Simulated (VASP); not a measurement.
GaSb3:

```
CELL_PARAMETERS angstrom
3.00444 0.00000 0.00000
0.00000 3.36408 0.00000
0.00000 0.00000 10.73876
ATOMIC_POSITIONS crystal
Ga 0.00000 0.00000 0.00000
Sb 0.00000 0.50000 0.23152
Sb 0.00000 0.00000 0.50000
Sb 0.00000 0.50000 0.76848
```

The cell was built from a structure type or drawn by symmetry, and may not be a known phase.

* Program: VASP 6.6.1
* Task: relaxation of cell and atoms
* Functional: PBE
* Potentials or basis: VASP PAW PBE potentials, release 64 (Ga_d, Sb)
* Cutoff: 600 eV
* k mesh: 12 × 10 × 4
* Occupations: gaussian, width 0.1 eV
* Spin: no spin polarisation

At the start: pressure -0.1 GPa; volume 27.13 Å³/atom.

Question: Where does the relaxation end?

Answer: Over 19 steps the energy falls by 11.5 meV/atom; space group Pmmm (No. 47, to 0.1 Å) before and after.

Step by step:
```csv
step,energy change (eV),largest force (eV/Å),pressure (GPa),volume (Å³)
1,0.0000,0.0906,-0.10,108.54
2,-0.0175,0.0610,0.01,108.24
3,-0.0177,0.0605,0.04,108.21
4,-0.0252,0.0531,0.03,108.23
5,-0.0330,0.0480,0.10,108.22
6,-0.0240,0.0269,0.36,108.06
7,-0.0344,0.0413,0.14,108.21
8,-0.0426,0.0387,0.00,108.46
9,-0.0448,0.0416,-0.08,108.63
10,-0.0450,0.0442,-0.10,108.68
11,-0.0450,0.0447,-0.10,108.68
12,-0.0452,0.0413,-0.01,108.49
13,-0.0453,0.0386,0.08,108.34
14,-0.0456,0.0321,0.04,108.41
15,-0.0458,0.0153,-0.03,108.59
16,-0.0458,0.0185,-0.01,108.56
17,-0.0459,0.0127,-0.04,108.61
18,-0.0461,0.0030,-0.07,108.69
19,-0.0461,0.0001,0.02,108.52
```

Final structure:
```yaml
crystal:
  lattice:
    - [3.03057, 0.00000, 0.00000]
    - [0.00000, 3.19256, 0.00000]
    - [0.00000, 0.00000, 11.21589]
  atoms:
    - { symbol: Ga, position: [0.00000, 0.00000, 0.00000] }
    - { symbol: Sb, position: [0.00000, 0.50000, 0.23613] }
    - { symbol: Sb, position: [0.00000, 0.00000, 0.50000] }
    - { symbol: Sb, position: [0.00000, 0.50000, 0.76387] }
```
